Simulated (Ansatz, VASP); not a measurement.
**One calculation of Na, two programs**

Contents of INCAR:

```
PREC = Accurate ; ENCUT = 520
EDIFF = 1E-6 ; ISMEAR = 0
SIGMA = 0.1 ; LREAL = F
LASPH = T ; NELM = 100
ALGO = Fast ; ISIF = 2
LWAVE = F ; LCHARG = F
GGA = PS ; NBANDS = 22
```

Contents of KPOINTS:

```
regular mesh
0
Gamma
  12 12 4
```

Contents of POSCAR:

```
Na
1.0
    4.5668139295      0.0000000000      0.0000000000
   -2.2834069648      3.9549768773      0.0000000000
    0.0000000000      0.0000000000     15.1969056676
Na
4
Direct
    0.0000000000      0.0000000000      0.0000000000
    0.3333333300      0.6666666700      0.2500000000
    0.0000000000      0.0000000000      0.5000000000
    0.6666666700      0.3333333300      0.7500000000
```

Input for Ansatz:

```yaml
crystal:
  lattice:
    - [4.5668139295, 0.0, 0.0]
    - [-2.2834069648, 3.9549768773, 0.0]
    - [0.0, 0.0, 15.1969056676]
  atoms:
    - { symbol: Na, position: [0.0, 0.0, 0.0] }
    - { symbol: Na, position: [0.33333333, 0.66666667, 0.25] }
    - { symbol: Na, position: [0.0, 0.0, 0.5] }
    - { symbol: Na, position: [0.66666667, 0.33333333, 0.75] }
basis:
  ecutwfc: 420
kpoints:
  mp_grid: { grid: [12, 12, 4] }
hamiltonian:
  xc: pbesol
scf:
  occupations: { method: gaussian, width: 0.1 }
output:
  forces: true
  stress: true
  eigenvalues: true
```

Alike in both runs: task single point; functional PBEsol; k mesh 12 × 12 × 4; occupations gaussian, width 0.1 eV; no spin polarisation.

```csv
,VASP,Ansatz
version,VASP 6.6.1,Ansatz 0.2.0
potentials or method,"VASP PAW PBE potentials, release 64 (Na_pv), cutoff 520 eV","scalar-relativistic, plane waves, PAW"
valence electrons in the cell,28,36
```

|  | VASP | Ansatz | Ansatz less VASP |
| --- | --- | --- | --- |
| gap on the k mesh at the Fermi level (eV) | none | none | - |
| pressure (GPa) | -1.6 | -1.6 | 0.00 |
| traceless stress, the component that is largest in VASP (GPa) | -0.06 | -0.06 | -0.001 |

VASP's potentials were made for PBE, not for PBEsol. A gap of «none» marks a metal or a gap that the smearing closes. VASP's potentials hold 28 valence electrons a cell and Ansatz's 36, so a difference there can come from the potentials and not from the codes.
